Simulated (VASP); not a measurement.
TiO2:

```
Ti O
1.0
    -1.89210    1.89210    4.75730
     1.89210   -1.89210    4.75730
     1.89210    1.89210   -4.75730
Ti O
2 4
Direct
  0.00000 0.00000 0.00000
  0.75000 0.25000 0.50000
  0.20810 0.20810 0.00000
  0.79190 0.79190 0.00000
  0.95810 0.45810 0.50000
  0.54190 0.04190 0.50000
```

Base run:

```yaml
Program: VASP 6.6.1
Functional: RPBE
Potentials_or_basis: VASP PAW PBE potentials, release 64 (Ti_sv, O)
Cutoff: 600 eV
k_mesh: 9 × 9 × 9
Occupations: gaussian, width 0.01 eV
Spin: no spin polarisation
```

Its results: band gap on the k mesh 2.14 eV (least direct gap 2.49 eV); pressure 10.2 GPa; largest force 0.189 eV/Å.

**Question.** The run is repeated on the same cell with these changes: functional from RPBE to revPBE. What comes out?

**Answer.** Band gap on the k mesh 2.13 eV (least direct gap 2.48 eV); pressure 9.0 GPa; largest force 0.171 eV/Å.

Caveats: the cell stands under pressure; the PAW data sets were made with another functional, which shifts forces and pressure a little; an odd mesh through Γ misses points on the zone boundary, where band edges can lie.
